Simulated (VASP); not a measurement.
# Te7Mo4 (a cell with a defect) in VASP: a series of runs

Te7Mo4 (a cell with a defect) is run at these levels: PBE+D3(BJ); tasks: single point.

Everything below comes from runs of VASP 6.6.1. Logs are shortened: lines on timing, memory, paths and dates and some standing lists are left out, and cuts for length are marked.

## Step 1: The cell of the first run

The cell holds a defect, 11 atoms: a = 6.990 Å, b = 6.990 Å, c = 7.624 Å, α = 90.00°, β = 90.00°, γ = 120.00°.

## Step 2: Single point, PBE+D3(BJ)

INCAR

```
SYSTEM = Te7Mo4
PREC = Accurate
ENCUT = 520
EDIFF = 1E-7
ISMEAR = 0
SIGMA = 0.05
LREAL = .FALSE.
LASPH = .TRUE.
NELM = 80
ALGO = Normal
ISIF = 2
LWAVE = .FALSE.
LCHARG = .TRUE.
GGA = PE
IVDW = 12
LELF = .TRUE.
LVHAR = .TRUE.
NBANDS = 60
NELECT = 96.0
```

KPOINTS

```
Automatic mesh
0
G
  6 6 4
  0 0 0
```

POSCAR

```
Te7Mo4
1.0
    3.4951625106     -6.0537990491      0.0000000000
   -6.9903250212      0.0000000000      0.0000000000
    0.0000000000      0.0000000000     -7.6242894603
Te Mo
7 4
Direct
    0.4455741343      0.3911482686      0.2385782919
    0.1666666667      0.8333333333      0.2385782919
    0.6666666667      0.8333333333      0.2385782919
    0.1666666667      0.3333333333      0.7614217081
    0.6666666667      0.3333333333      0.7614217081
    0.1666666667      0.8333333333      0.7614217081
    0.6666666667      0.8333333333      0.7614217081
    0.0000000000      0.5000000000      0.0000000000
    0.5000000000      0.5000000000      0.0000000000
    0.0000000000      1.0000000000      0.0000000000
    0.5000000000      1.0000000000      0.0000000000
```

Potentials or basis: VASP PAW PBE potentials, release 64 (Te, Mo_sv).

Started as:

```console
$ cat potpaw_PBE.64/Te/POTCAR potpaw_PBE.64/Mo_sv/POTCAR > POTCAR
$ mpirun -np 1 vasp_std > vasp.out
```

OUTCAR:

```text
SYSTEM = Te7Mo4
   PREC = Accurate
   ENCUT = 520
   EDIFF = 1E-7
   ISMEAR = 0
   LREAL = .FALSE.
   LASPH = .TRUE.
   NELM = 80
   ISIF = 2
   GGA = PE
   IVDW = 12
   NELECT = 96.0
 IVDW          = 12

 ion  position               nearest neighbor table
   1  0.446  0.391  0.239-   9 1.93   3 2.68   2 3.38  11 3.46  10 3.46
   2  0.167  0.833  0.239-   8 2.72  11 2.72  10 2.72   1 3.38   3 3.50   3 3.50   6 3.64
   3  0.667  0.833  0.239-   1 2.68   9 2.72  10 2.72  11 2.72   2 3.50   2 3.50   7 3.64
   4  0.167  0.333  0.761-  10 2.72   9 2.72   8 2.72   6 3.50   6 3.50   5 3.50   7 3.50   5 3.50
                             7 3.50
   5  0.667  0.333  0.761-  11 2.72   8 2.72   9 2.72   7 3.50   7 3.50   6 3.50   4 3.50   4 3.50
                             6 3.50
   6  0.167  0.833  0.761-   8 2.72  11 2.72  10 2.72   4 3.50   4 3.50   5 3.50   7 3.50   7 3.50
                             5 3.50   2 3.64
   7  0.667  0.833  0.761-   9 2.72  10 2.72  11 2.72   5 3.50   5 3.50   4 3.50   6 3.50   6 3.50
                             4 3.50   3 3.64
   8  0.000  0.500  0.000-   2 2.72   6 2.72   5 2.72   4 2.72
   9  0.500  0.500  0.000-   1 1.93   3 2.72   7 2.72   4 2.72   5 2.72
  10  0.000  0.000  0.000-   4 2.72   3 2.72   7 2.72   6 2.72   2 2.72   1 3.46
  11  0.500  0.000  0.000-   5 2.72   2 2.72   6 2.72   3 2.72   7 2.72   1 3.46

  LATTYP: Found a hexagonal cell.
 ALAT       =     6.9903250212
 C/A-ratio  =     1.0906916970

  Lattice vectors:

 A1 = (   3.4951625106,  -6.0537990491,   0.0000000000)
 A2 = (  -6.9903250212,   0.0000000000,   0.0000000000)
 A3 = (   0.0000000000,   0.0000000000,  -7.6242894603)

Analysis of symmetry for initial positions (statically):
=====================================================================
 Subroutine PRICEL returns:
 Original cell was already a primitive cell.

 Routine SETGRP: Setting up the symmetry group for a
 hexagonal supercell.

 Subroutine GETGRP returns: Found  2 space group operations
 (whereof  1 operations were pure point group operations)
 out of a pool of 24 trial point group operations.

The static configuration has the point symmetry C_1 .
 The point group associated with its full space group is C_1h.

Analysis of symmetry for dynamics (positions and initial velocities):
=====================================================================
 Subroutine PRICEL returns:
 Original cell was already a primitive cell.

 Routine SETGRP: Setting up the symmetry group for a
 hexagonal supercell.

 Subroutine GETGRP returns: Found  2 space group operations
 (whereof  1 operations were pure point group operations)
 out of a pool of 24 trial point group operations.

The dynamic configuration has the point symmetry C_1 .
 The point group associated with its full space group is C_1h.

 Subroutine INISYM returns: Found  2 space group operations
 (whereof  1 operations are pure point group operations),
 and found     1 'primitive' translations

----------------------------------------------------------------------------------------

                                     Primitive cell

  volume of cell :     322.6449

  direct lattice vectors                    reciprocal lattice vectors
     3.495162511 -6.053799049  0.000000000     0.000000000 -0.165185529  0.000000000
    -6.990325021  0.000000000  0.000000000    -0.143054865 -0.082592765  0.000000000
     0.000000000  0.000000000 -7.624289460     0.000000000  0.000000000 -0.131159763

  length of vectors
     6.990325021  6.990325021  7.624289460     0.165185529  0.165185529  0.131159763

  position of ions in fractional coordinates (direct lattice)
     0.445574134  0.391148269  0.238578292
     0.166666667  0.833333333  0.238578292
     0.666666667  0.833333333  0.238578292
     0.166666667  0.333333333  0.761421708
     0.666666667  0.333333333  0.761421708
     0.166666667  0.833333333  0.761421708
     0.666666667  0.833333333  0.761421708
     0.000000000  0.500000000  0.000000000
     0.500000000  0.500000000  0.000000000
     0.000000000  0.000000000  0.000000000
     0.500000000  0.000000000  0.000000000

  ion indices of the primitive-cell ions
   primitive index   ion index
                 1           1
                 2           2
                 3           3
                 4           4
                 5           5
                 6           6
                 7           7
                 8           8
                 9           9
                10          10
                11          11

----------------------------------------------------------------------------------------

 KPOINTS: Automatic mesh

Automatic generation of k-mesh.
 Grid dimensions read from file:
 generate k-points for:    6    6    4

 Generating k-lattice:

  Cartesian coordinates                     Fractional coordinates (reciprocal lattice)
     0.000000000 -0.027530922  0.000000000     0.166666667  0.000000000  0.000000000
    -0.023842477 -0.013765461  0.000000000     0.000000000  0.166666667  0.000000000
     0.000000000  0.000000000 -0.032789941     0.000000000  0.000000000  0.250000000

  Length of vectors
     0.027530922  0.027530922  0.032789941

  Shift w.r.t. Gamma in fractional coordinates (k-lattice)
     0.000000000  0.000000000  0.000000000

 Subroutine IBZKPT returns following result:
 ===========================================

 Found     47 irreducible k-points:

 Following reciprocal coordinates:
            Coordinates               Weight
  0.000000  0.000000  0.000000      1.000000
  0.166667  0.000000  0.000000      4.000000
  0.000000  0.166667  0.000000      2.000000
  0.333333  0.000000  0.000000      4.000000
  0.000000  0.333333  0.000000      2.000000
  0.500000  0.000000  0.000000      2.000000
[... 16 lines left out ...]
  0.500000  0.000000  0.250000      4.000000
 -0.000000  0.500000  0.250000      2.000000
 [... further k-points ...]
   k-points           NKPTS =     47   k-points in BZ     NKDIM =     47   number of bands    NBANDS=     60
   number of dos      NEDOS =    301   number of ions     NIONS =     11
   total plane-waves  NPLWV = 174960
   dimension x,y,z NGX =    54 NGY =   54 NGZ =   60
   dimension x,y,z NGXF=   108 NGYF=  108 NGZF=  120
   ions per type =               7   4
   NGX,Y,Z   is equivalent  to a cutoff of  12.84, 12.84, 13.08 a.u.
   NGXF,Y,Z  is equivalent  to a cutoff of  25.68, 25.68, 26.17 a.u.
 SYSTEM =  Te7Mo4
   PREC   = accura    normal or accurate (medium, high low for compatibility)
   ISTART =      0    job   : 0-new  1-cont  2-samecut
   ICHARG =      2    charge: 1-file 2-atom 10-const
   ISPIN  =      1    spin polarized calculation?
   LNONCOLLINEAR =      F non collinear calculations
   LSORBIT =      F    spin-orbit coupling
   LASPH  =      T    aspherical Exc in radial PAW
   ENCUT  =  520.0 eV  38.22 Ry    6.18 a.u.  13.00 13.00 14.18*2*pi/ulx,y,z
   NELM   =     80;   NELMIN=  2; NELMDL= -5     # of ELM steps
   EDIFF  = 0.1E-06   stopping-criterion for ELM
   LREAL  =      F    real-space projection
   EDIFFG = 0.1E-05   stopping-criterion for IOM
   NSW    =      0    number of steps for IOM
   IBRION =     -1    ionic relax: 0-MD 1-quasi-New 2-CG
   NFREE  =      0    steps in history (QN), initial steepest desc. (CG)
   ISIF   =      2    stress and relaxation
   ISYM   =      2    0-nonsym 1-usesym 2-fastsym
   POTIM  = 0.5000    time-step for ionic-motion
   TEBEG  =    0.0;   TEEND  =   0.0 temperature during run
   PSTRESS=    0.0 pullay stress
   NELECT =      96.0000    total number of electrons
   NUPDOWN=      -1.0000    fix difference up-down
   EMIN   =  10.00;   EMAX   =-10.00  energy-range for DOS
   EFERMI =   0.00;   METHOD = LEGACY
   ISMEAR =     0;   SIGMA  =   0.05  broadening in eV -4-tet -1-fermi 0-gaus
   EFERMI_NEDOS =   21; number of points for ismear=-14 and -15
   IALGO  =     38    algorithm
   IMIX   =      4    mixing-type and parameters
     AMIX     =   0.40;   BMIX     =  1.00
     AMIX_MAG =   1.60;   BMIX_MAG =  1.00
  volume/ion in A,a.u.               =      29.33       197.94
  Fermi-wavevector in a.u.,A,eV,Ry     =   1.092925  2.065329 16.251953  1.194485
  Thomas-Fermi vector in A             =   2.229200
   LORBIT       =      0    0 simple, 1 ext, 2 COOP (PROOUT), +10 PAW based schemes
   GGA     = PE    functional components
   LHFCALC =     F    Hartree Fock is set to
   AEXX    =    0.0000 exact exchange contribution
   IVDW    =    12    specifies the selected vdW correction
   LEPSILON=     F    determine dielectric tensor
   LRPA    =     F    only Hartree local field effects (RPA)
 non-spin polarized calculation
 Gauss-broadening in eV      SIGMA  =   0.05
  energy-cutoff  :      520.00
  volume of cell :      322.64
 maximum number of plane-waves:      8715
 NGX is ok and might be reduce to    54
   NGX = 25   NGY = 25   NGZ = 29

 number of electron      96.0000002 magnetization

 Free energy of the ion-electron system (eV)
  ---------------------------------------------------
  ext. energy  EPLUGINS =         0.00000000
  ---------------------------------------------------
  free energy    TOTEN  =       -70.63808584 eV

  energy without entropy =      -70.63287029  energy(sigma->0) =      -70.63547806

 E-fermi :   6.0299     XC(G=0):  -9.2289

 val. band max:        6.0153918218   @ k =   0.0000   0.1667   0.0000
 cond. band min:       6.0327206774   @ k =   0.3333   0.3333   0.0000
 fundamental gap:      0.0173288556
 Fermi energy:         6.0298635714

 k-point     1 :       0.0000    0.0000    0.0000
  band No.  band energies     occupation
      1     -54.9418      2.00000
      2     -54.9355      2.00000
      3     -54.9280      2.00000
      4     -54.5813      2.00000
      5     -29.5968      2.00000
      6     -29.1709      2.00000
[... 1501 lines left out ...]
     59       8.5493      0.00000
     60       8.6149      0.00000

 [... further k-points ...]

------------------------ aborting loop because EDIFF is reached ----------------------------------------

 Edisp (eV)   -5.15818

 E8    (eV) :    -2.3857

  FORCE on cell =-STRESS in cart. coord.  units (eV):
  Direction    XX          YY          ZZ          XY          YZ          ZX
  --------------------------------------------------------------------------------------
  -------------------------------------------------------------------------------------
  Total     -20.87559   -28.65488    27.93310     6.73706    -9.42972   -16.33276
  in kB    -103.66320  -142.29328   138.70912    33.45463   -46.82572   -81.10458
  external pressure =      -35.75 kB  Pullay stress =        0.00 kB

 VOLUME and BASIS-vectors are now :
 -----------------------------------------------------------------------------
  energy-cutoff  :      520.00
  volume of cell :      322.64
      direct lattice vectors                 reciprocal lattice vectors
     3.495162511 -6.053799049  0.000000000     0.000000000 -0.165185529  0.000000000
    -6.990325021  0.000000000  0.000000000    -0.143054865 -0.082592765  0.000000000
     0.000000000  0.000000000 -7.624289460     0.000000000  0.000000000 -0.131159763

 POSITION                                       TOTAL-FORCE (eV/Angst)
 -----------------------------------------------------------------------------------
     -1.17690     -2.69742     -1.81899        11.227327      6.482100    -27.708443
     -5.24274     -1.00897     -1.81899         0.427817      0.247000     -0.503081
     -3.49516     -4.03587     -1.81899        -2.823558     -1.630182     -0.409815
     -1.74758     -1.00897     -5.80530        -0.184560      0.205692      0.073450
      0.00000     -4.03587     -5.80530         0.085855     -0.262679      0.073450
     -5.24274     -1.00897     -5.80530         0.274269      0.158349     -0.067033
     -3.49516     -4.03587     -5.80530        -0.362202     -0.209117      0.583012
     -3.49516      0.00000      0.00000         0.313103      0.180770      0.297136
     -1.74758     -3.02690      0.00000        -8.295838     -4.789604     27.160545
      0.00000      0.00000      0.00000        -0.202020     -0.414749      0.250389
      1.74758     -3.02690      0.00000        -0.460193      0.032420      0.250389
 -----------------------------------------------------------------------------------
    total drift:                                0.000006      0.000003     -0.000625

  FREE ENERGIE OF THE ION-ELECTRON SYSTEM (eV)
  ---------------------------------------------------
  free  energy   TOTEN  =       -75.7962643865 eV

  energy  without entropy=      -75.7910488359  energy(sigma->0) =      -75.79365661
```

Wall time 31 min (1 thread of Oxide Virtual Turin-like, shared host); peak memory 0.83 GiB.

What came out:

```yaml
Free_energy: -75.7963 eV
Largest_force: 30.591 eV/Å
Dispersion_energy_per_atom: -0.469 eV
```

Forces on the atoms (eV/Å):
```
Te   11.227   6.482 -27.708
Te    0.428   0.247  -0.503
Te   -2.824  -1.630  -0.410
Te   -0.185   0.206   0.073
Te    0.086  -0.263   0.073
Te    0.274   0.158  -0.067
Te   -0.362  -0.209   0.583
Mo    0.313   0.181   0.297
Mo   -8.296  -4.790  27.161
Mo   -0.202  -0.415   0.250
Mo   -0.460   0.032   0.250
```

Levels at points of the mesh, in eV from the Fermi level:
```csv
k point,band 44,band 45,band 46,band 47,band 48,band 49,band 50,band 51,band 52,band 53
"(0.00, 0.00, 0.00)",-0.92,-0.77,-0.70,-0.48,-0.20,0.70,0.97,1.15,1.37,1.42
"(0.50, 0.00, 0.00)",-0.86,-0.76,-0.49,-0.38,-0.10,0.02,0.29,0.79,1.09,1.29
"(0.00, 0.50, 0.00)",-0.94,-0.88,-0.75,-0.61,-0.20,0.04,0.61,1.03,1.15,1.31
"(0.00, 0.00, 0.50)",-0.95,-0.68,-0.66,-0.24,-0.20,0.72,0.92,1.15,1.33,1.45
"(0.50, 0.00, 0.50)",-1.07,-0.76,-0.57,-0.48,-0.05,0.08,0.30,0.82,1.06,1.57
"(0.00, 0.50, 0.50)",-1.05,-0.87,-0.71,-0.62,-0.35,0.05,0.76,1.01,1.21,1.37
```

Caveat: the cell carries a net charge on a neutralising background, which shifts energy and pressure; the cell differs from its parent crystal (atoms taken out, atom 1 moved 0.500 of the way to it and -0.350 Å across, host rigid); the cell is charged against a uniform background, so pressure and absolute levels hang on convention; atoms lie so close that the PAW spheres overlap strongly, which falsifies energies and pressures; spin-orbit coupling is left out, which moves the levels of the heavy elements.

[end of part 1 of 3]
